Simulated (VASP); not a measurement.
## Te2Mo: relaxation of shape and atoms at fixed volume with r2SCAN+D3(BJ)

Te2Mo:

```
Te Mo
1.0
     3.45987    0.00000    0.00000
    -1.72993    2.99633    0.00000
     0.00000    0.00000   13.56724
Te Mo
4 2
Cartesian
  0.0000 1.9976 8.4045
  1.7299 0.9988 1.6208
  0.0000 1.9976 11.9464
  1.7299 0.9988 5.1628
  0.0000 1.9976 3.3918
  1.7299 0.9988 10.1754
```

| Quantity | Value |
| --- | --- |
| Program | VASP 6.6.1 |
| Task | relaxation of shape and atoms at fixed volume |
| Functional | r2SCAN |
| Dispersion | D3(BJ) |
| Potentials or basis | VASP PAW PBE potentials, release 64 (Te, Mo_sv) |
| Cutoff | 600 eV |
| k mesh | 10 × 10 × 2 |
| Occupations | gaussian, width 0.05 eV |
| Spin | no spin polarisation |
| Dipole correction | no |
| Further INCAR settings | ALGO = Normal; EDIFF = 1e-07; IBRION = 2; EDIFFG = -0.01; NSW = 60; ISIF = 4 |

```json
{"Energy gained by relaxing": "9.3 meV/atom", "Ionic steps": "6", "Pressure after relaxing": "4.3 GPa", "Largest force after relaxing": "0.008 eV/Å", "Band gap on the k mesh": "0.60 eV (least direct gap 1.27 eV)", "Dispersion energy per atom": "-0.269 eV"}
```

Forces on the atoms (eV/Å):
```
Te   0.000  0.000 -0.008
Te   0.000  0.000 -0.008
Te   0.000  0.000  0.008
Te   0.000  0.000  0.008
Mo   0.000  0.000  0.000
Mo   0.000  0.000  0.000
```

Step by step:
| step | energy change (eV) | largest force (eV/Å) | pressure (GPa) | volume (Å³) |
| --- | --- | --- | --- | --- |
| 1 | 0.0000 | 0.6776 | 7.08 | 140.65 |
| 2 | -0.0424 | 0.0124 | 4.61 | 140.65 |
| 3 | -0.0430 | 0.0784 | 4.86 | 140.65 |
| 4 | -0.0527 | 0.0444 | 4.55 | 140.65 |
| 5 | -0.0560 | 0.0041 | 4.23 | 140.65 |
| 6 | -0.0560 | 0.0083 | 4.26 | 140.65 |

Final structure:
```cif
data_structure
_symmetry_space_group_name_H-M 'P 1'
_symmetry_Int_Tables_number 1
_cell_length_a 3.4737
_cell_length_b 3.4737
_cell_length_c 13.4597
_cell_angle_alpha 90.000
_cell_angle_beta 90.000
_cell_angle_gamma 120.000
_cell_volume 140.65
loop_
_atom_site_label
_atom_site_type_symbol
_atom_site_fract_x
_atom_site_fract_y
_atom_site_fract_z
_atom_site_occupancy
Te1 Te 0.33333 0.66667 0.61612 1
Te2 Te 0.66667 0.33333 0.11612 1
Te3 Te 0.33333 0.66667 0.88388 1
Te4 Te 0.66667 0.33333 0.38388 1
Mo1 Mo 0.33333 0.66667 0.25000 1
Mo2 Mo 0.66667 0.33333 0.75000 1
```

Levels at points of the mesh, in eV from the valence-band top:
| k point | band 24 | band 25 | band 26 | band 27 | band 28 | band 29 |
| --- | --- | --- | --- | --- | --- | --- |
| (0.00, 0.00, 0.00) | -1.22 | -0.16 | 0.00 | 2.96 | 2.96 | 3.17 |
| (0.50, 0.00, 0.00) | -1.21 | -0.90 | -0.42 | 1.29 | 1.37 | 1.48 |
| (0.00, 0.00, 0.50) | -1.25 | -0.04 | -0.04 | 3.00 | 3.00 | 3.00 |
| (0.50, 0.00, 0.50) | -1.22 | -0.66 | -0.66 | 1.32 | 1.32 | 1.72 |

It took 68 min on 1 thread of Oxide Virtual Turin-like Processor, on a shared host, peak memory 0.37 GiB.

Caveat: the PAW data sets were made with another functional, which shifts forces and pressure a little; spin-orbit coupling is left out, which moves the levels of the heavy elements. A k mesh can miss the band edges.
